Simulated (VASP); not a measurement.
# In3Cu (R-3m) in VASP: notebook

In3Cu is run at these levels: LDA; tasks: single point.

Everything below comes from runs of VASP 6.6.1. Logs are shortened: lines on timing, memory, paths and dates and some standing lists are left out, and cuts for length are marked.

## (1) The cell of the first run

The structure is trigonal, space group R-3m (No. 166). Conventional cell: a = 6.125 Å, b = 6.125 Å, c = 7.303 Å, α = 90.00°, β = 90.00°, γ = 120.00°. Within 4.0 Å of In (site symmetry 2/m) lie 8 In at 3.01 to 3.06 Å and 4 Cu at 3.01 to 3.06 Å. Cu (site symmetry -3m) has 12 In at 3.01 to 3.06 Å within 4.0 Å.

## (2) Single point, LDA

INCAR reads:

```
PREC = Accurate
ENCUT = 520
EDIFF = 1E-7
ISMEAR = 0
SIGMA = 0.15
LREAL = F
LASPH = T
NELM = 60
ALGO = Fast
ISIF = 2
LWAVE = F
LCHARG = F
NBANDS = 33
```

KPOINTS reads:

```
regular mesh
0
Gamma
  10 10 10
```

POSCAR reads:

```
In3Cu
1.0
    4.2926287029     -0.0381105050     -0.0381105050
   -0.0381105050      4.2926287029     -0.0381105050
   -0.0381105050     -0.0381105050      4.2926287029
In Cu
3 1
Direct
    0.0000000000      0.5000000000      0.5000000000
    0.5000000000      0.0000000000      0.5000000000
    0.5000000000      0.5000000000      0.0000000000
    0.0000000000      0.0000000000      0.0000000000
```

Potentials or basis: VASP PAW LDA potentials, release 64 (In_d, Cu).

On the command line:

```sh
cat potpaw_LDA.64/In_d/POTCAR potpaw_LDA.64/Cu/POTCAR > POTCAR
mpirun -np 1 vasp_std > vasp.out
```

OUTCAR:

```text
PREC = Accurate
   ENCUT = 520
   EDIFF = 1E-7
   ISMEAR = 0
   LREAL = F
   LASPH = T
   NELM = 60
   ISIF = 2

 ion  position               nearest neighbor table
   1  0.000  0.500  0.500-   2 3.01   3 3.01   4 3.01   4 3.01   3 3.01   2 3.01   4 3.06   3 3.06
                             2 3.06   3 3.06   4 3.06   2 3.06
   2  0.500  0.000  0.500-   1 3.01   3 3.01   4 3.01   3 3.01   4 3.01   1 3.01   3 3.06   3 3.06
                             1 3.06   4 3.06   4 3.06   1 3.06
   3  0.500  0.500  0.000-   1 3.01   2 3.01   4 3.01   2 3.01   1 3.01   4 3.01   4 3.06   1 3.06
                             1 3.06   4 3.06   2 3.06   2 3.06
   4  0.000  0.000  0.000-   1 3.01   2 3.01   3 3.01   1 3.01   2 3.01   3 3.01   3 3.06   1 3.06
                             2 3.06   3 3.06   2 3.06   1 3.06

  LATTYP: Found a trigonal (rhomboedric) cell.
 ALAT       =     4.2929670395
 COS(alpha) =    -0.0176746476

  Lattice vectors:

 A1 = (   4.2926287029,  -0.0381105050,  -0.0381105050)
 A2 = (  -0.0381105050,   4.2926287029,  -0.0381105050)
 A3 = (  -0.0381105050,  -0.0381105050,   4.2926287029)

Analysis of symmetry for initial positions (statically):
=====================================================================
 Subroutine PRICEL returns:
 Original cell was already a primitive cell.

 Routine SETGRP: Setting up the symmetry group for a
 trigonal (rhombohedral) supercell.

 Subroutine GETGRP returns: Found 12 space group operations
 (whereof 12 operations were pure point group operations)
 out of a pool of 12 trial point group operations.

The static configuration has the point symmetry D_3d.

Analysis of symmetry for dynamics (positions and initial velocities):
=====================================================================
 Subroutine PRICEL returns:
 Original cell was already a primitive cell.

 Routine SETGRP: Setting up the symmetry group for a
 trigonal (rhombohedral) supercell.

 Subroutine GETGRP returns: Found 12 space group operations
 (whereof 12 operations were pure point group operations)
 out of a pool of 12 trial point group operations.

The dynamic configuration has the point symmetry D_3d.

 Subroutine INISYM returns: Found 12 space group operations
 (whereof 12 operations are pure point group operations),
 and found     1 'primitive' translations

----------------------------------------------------------------------------------------

                                     Primitive cell

[... 89 lines left out ...]
   LNONCOLLINEAR =      F non collinear calculations
   LSORBIT =      F    spin-orbit coupling
   LASPH  =      T    aspherical Exc in radial PAW
   ENCUT  =  520.0 eV  38.22 Ry    6.18 a.u.   7.98  7.98  7.98*2*pi/ulx,y,z
   NELM   =     60;   NELMIN=  2; NELMDL= -5     # of ELM steps
   EDIFF  = 0.1E-06   stopping-criterion for ELM
   LREAL  =      F    real-space projection
   EDIFFG = 0.1E-05   stopping-criterion for IOM
   NSW    =      0    number of steps for IOM
   IBRION =     -1    ionic relax: 0-MD 1-quasi-New 2-CG
   NFREE  =      0    steps in history (QN), initial steepest desc. (CG)
   ISIF   =      2    stress and relaxation
   ISYM   =      2    0-nonsym 1-usesym 2-fastsym
   POTIM  = 0.5000    time-step for ionic-motion
   TEBEG  =    0.0;   TEEND  =   0.0 temperature during run
   PSTRESS=    0.0 pullay stress
   NELECT =      50.0000    total number of electrons
   NUPDOWN=      -1.0000    fix difference up-down
   EMIN   =  10.00;   EMAX   =-10.00  energy-range for DOS
   EFERMI =   0.00;   METHOD = LEGACY
   ISMEAR =     0;   SIGMA  =   0.15  broadening in eV -4-tet -1-fermi 0-gaus
   EFERMI_NEDOS =   21; number of points for ismear=-14 and -15
   IALGO  =     68    algorithm
   IMIX   =      4    mixing-type and parameters
     AMIX     =   0.40;   BMIX     =  1.00
     AMIX_MAG =   1.60;   BMIX_MAG =  1.00
  volume/ion in A,a.u.               =      19.77       133.41
  Fermi-wavevector in a.u.,A,eV,Ry     =   1.405107  2.655266 26.862317  1.974325
  Thomas-Fermi vector in A             =   2.527601
   LORBIT       =      0    0 simple, 1 ext, 2 COOP (PROOUT), +10 PAW based schemes
   GGA     = CA    functional components
   LHFCALC =     F    Hartree Fock is set to
   AEXX    =    0.0000 exact exchange contribution
   IVDW    =     0    specifies the selected vdW correction
   LEPSILON=     F    determine dielectric tensor
   LRPA    =     F    only Hartree local field effects (RPA)
 non-spin polarized calculation
 RMM-DIIS sequential band-by-band and
 Gauss-broadening in eV      SIGMA  =   0.15
  energy-cutoff  :      520.00
  volume of cell :       79.08
 maximum number of plane-waves:      2160
   NGX = 15   NGY = 15   NGZ = 15

 number of electron      50.0000028 magnetization

 Free energy of the ion-electron system (eV)
  ---------------------------------------------------
  ext. energy  EPLUGINS =         0.00000000
  ---------------------------------------------------
  free energy    TOTEN  =       -13.61311716 eV

  energy without entropy =      -13.59553742  energy(sigma->0) =      -13.60432729

 E-fermi :   8.9474     XC(G=0): -11.5733

 val. band max:        8.8991155542   @ k =   0.2000   0.1000   0.0000
 cond. band min:       8.9551755120   @ k =   0.3000   0.3000   0.0000
 fundamental gap:      0.0560599579
 Fermi energy:         8.9473721820

 k-point     1 :       0.0000    0.0000    0.0000
  band No.  band energies     occupation
      1      -6.3487      2.00000
      2      -6.3134      2.00000
      3      -6.3134      2.00000
      4      -6.2786      2.00000
      5      -6.0039      2.00000
      6      -6.0039      2.00000
[... 853 lines left out ...]
     32      15.4181      0.00000
     33      15.8799      0.00000

 [... further k-points ...]
[... 5 lines left out ...]
  --------------------------------------------------------------------------------------
  -------------------------------------------------------------------------------------
  Total        0.9404903      0.9404903      0.9404903     -0.0098942     -0.0098942     -0.0098942
  in kB       19.0545303     19.0545303     19.0545303     -0.2004581     -0.2004581     -0.2004581
  external PRESSURE =      19.0545303 kB  Pullay stress =       0.0000000 kB

 VOLUME and BASIS-vectors are now :
 -----------------------------------------------------------------------------
  energy-cutoff  :      520.00
  volume of cell :       79.08
      direct lattice vectors                 reciprocal lattice vectors
     4.292628703 -0.038110505 -0.038110505     0.232994547  0.002087085  0.002087085
    -0.038110505  4.292628703 -0.038110505     0.002087085  0.232994547  0.002087085
    -0.038110505 -0.038110505  4.292628703     0.002087085  0.002087085  0.232994547

 POSITION                                       TOTAL-FORCE (eV/Angst)
 -----------------------------------------------------------------------------------
     -0.03811      2.12726      2.12726        -0.000000      0.000000     -0.000000
      2.12726     -0.03811      2.12726         0.000000     -0.000000      0.000000
      2.12726      2.12726     -0.03811        -0.000000      0.000000      0.000000
      0.00000      0.00000      0.00000         0.000000     -0.000000      0.000000
 -----------------------------------------------------------------------------------
    total drift:                                0.000000     -0.000000     -0.000000

  FREE ENERGIE OF THE ION-ELECTRON SYSTEM (eV)
  ---------------------------------------------------
  free  energy   TOTEN  =       -13.6131171595 eV

  energy  without entropy=      -13.5955374222  energy(sigma->0) =      -13.60432729
```

stdout:

```text
POSCAR found type information on POSCAR InCu
 POSCAR found :  2 types and       4 ions
 scaLAPACK will be used
 LDA part: xc-table for (Slater(with rela. corr.)+CA(PZ))
 , standard interpolation
 POSCAR, INCAR and KPOINTS ok, starting setup
 FFT: planning ... GRIDC
 FFT: planning ... GRID_SOFT
 FFT: planning ... GRID
 WAVECAR not read
 entering main loop
```

Wall time 4.2 min (1 thread of Intel Xeon 6975P-C (Granite Rapids), shared host); peak memory 0.35 GiB.

Results:

```
Free energy            : -13.6131 eV
Pressure               : 1.9 GPa
Band gap on the k mesh : zero (band 25 reaches 11.37 eV, above the bottom of band 26 at 6.86 eV)
```

Caveat: spin-orbit coupling is left out, which moves the levels of the heavy elements.

## (3) Single point, LDA

This run uses another cell than the first one, of 20.85 Å³/atom, 1.055 times its volume.

INCAR reads:

```
SYSTEM = In3Cu
PREC = Accurate
ENCUT = 520
EDIFF = 1E-6
ISMEAR = 0
SIGMA = 0.15
LREAL = .FALSE.
LASPH = .TRUE.
NELM = 60
ALGO = Fast
ISIF = 2
LWAVE = .FALSE.
LCHARG = .TRUE.
GGA = CA
LELF = .TRUE.
LVHAR = .TRUE.
NBANDS = 33
```

KPOINTS reads:

```
Automatic mesh
0
G
  10 10 10
  0 0 0
```

POSCAR reads:

```
In3Cu
1.0
    4.3696228094     -0.0387940685     -0.0387940685
   -0.0387940685      4.3696228094     -0.0387940685
   -0.0387940685     -0.0387940685      4.3696228094
In Cu
3 1
Direct
    0.0000000000      0.5000000000      0.5000000000
    0.5000000000      0.0000000000      0.5000000000
    0.5000000000      0.5000000000      0.0000000000
    0.0000000000      0.0000000000      0.0000000000
```

Potentials or basis: VASP PAW LDA potentials, release 64 (In_d, Cu).

On the command line:

```sh
cat potpaw_LDA.64/In_d/POTCAR potpaw_LDA.64/Cu/POTCAR > POTCAR
mpirun -np 1 vasp_std > vasp.out
```

Run time: 5.7 min. Hardware: 1 thread of AMD EPYC 7R13 (Zen 3), shared host; peak memory 0.33 GiB.

It converged, with:

```
Free energy            : -13.6183 eV
Pressure               : -1.5 GPa
Band gap on the k mesh : zero (band 25 reaches 10.59 eV, above the bottom of band 26 at 6.20 eV)
```

Levels at points of the mesh, in eV from the Fermi level:
```csv
k point,band 22,band 23,band 24,band 25,band 26,band 27,band 28,band 29
"(0.00, 0.00, 0.00)",-2.07,-2.07,-2.00,-0.56,-0.56,0.66,4.95,5.27
"(0.50, 0.00, 0.00)",-2.64,-0.51,0.37,0.48,1.05,1.18,1.21,2.40
"(0.50, 0.50, 0.00)",-2.63,-2.53,-2.40,2.38,2.41,2.98,3.15,3.16
"(0.50, 0.50, 0.50)",-3.07,-2.60,-2.60,-2.00,-2.00,-1.94,-1.21,10.15
```

Caveat: spin-orbit coupling is left out, which moves the levels of the heavy elements.
